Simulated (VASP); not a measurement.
Input of a VASP 6.6.1 run:

Contents of POSCAR:

```
InSb
1.0
    0.0000000000      3.2795130175      3.2795130175
    3.2795130175      0.0000000000      3.2795130175
    3.2795130175      3.2795130175      0.0000000000
In Sb
1 1
Direct
    0.0000000000      0.0000000000      0.0000000000
    0.2500000000      0.2500000000      0.2500000000
```

Contents of INCAR.step1:

```
PREC = Accurate ; ENCUT = 400
EDIFF = 1E-5 ; ISMEAR = -1
SIGMA = 0.02 ; LREAL = False
LASPH = True ; NELM = 120
ALGO = Normal ; ISIF = 2
LWAVE = True ; LCHARG = False
NBANDS = 21 ; GGA = PE
GGA_COMPAT = False
```

Contents of INCAR.step2:

```
PREC = Accurate ; ENCUT = 400
EDIFF = 1E-6 ; ISMEAR = -1
SIGMA = 0.02 ; LREAL = False
LASPH = True ; NELM = 120
ALGO = Normal ; ISIF = 2
LWAVE = False ; LCHARG = False
GGA = PE ; LHFCALC = True
HFSCREEN = 0.2079 ; PRECFOCK = Normal
NBANDS = 21 ; ISTART = 1
GGA_COMPAT = False
```

The input KPOINTS:

```
regular mesh
0
Gamma
  4 4 4
```

Potentials or basis: VASP PAW PBE potentials, release 64 (In_d, Sb_d_GW).

Launch:

```sh
$ cat potpaw_PBE.64/In_d/POTCAR potpaw_PBE.64/Sb_d_GW/POTCAR > POTCAR
$ cp INCAR.step1 INCAR
$ mpirun -np 1 vasp_std > vasp.out
$ cp INCAR.step2 INCAR
$ mpirun -np 1 vasp_std > vasp.out
```

(1) Predict the pressure.

(2) Estimate the band gap on the k mesh.

## Answers

(1) -0.3 GPa.

(2) 0.29 eV.

Caveat: the PAW data sets were made with another functional, which shifts forces and pressure a little; spin-orbit coupling is left out, which moves the levels of the heavy elements.
